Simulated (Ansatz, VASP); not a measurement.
# One calculation of CsSnBr3, two programs

```
Cs Sn Br
1.0
     5.84769    0.00000    0.00000
     0.00000    5.84769    0.00000
     0.00000    0.00000    5.84769
Cs Sn Br
1 1 3
Direct
  0.00000 0.00000 0.00000
  0.50000 0.50000 0.50000
  0.50000 0.50000 0.00000
  0.50000 0.00000 0.50000
  0.00000 0.50000 0.50000
```

Alike in both runs: task single point; functional PBE; k mesh 4 × 4 × 4; no spin polarisation.

```csv
,VASP,Ansatz
version,VASP 6.6.1,Ansatz 0.2.0
potentials or method,"VASP PAW PBE potentials, release 64 (Cs_sv, Sn_d, Br)","plane waves, PAW"
plane-wave cutoff (eV),500,420
occupations,"gaussian, width 0.01 eV",fixed
valence electrons in the cell,44,44
```

```tsv
	VASP	Ansatz	Ansatz less VASP
gap on the k mesh at the Fermi level (eV)	0.52	0.52	0.000
pressure (GPa)	0.7	0.7	+0.01
```

Neither program's run includes spin-orbit coupling.
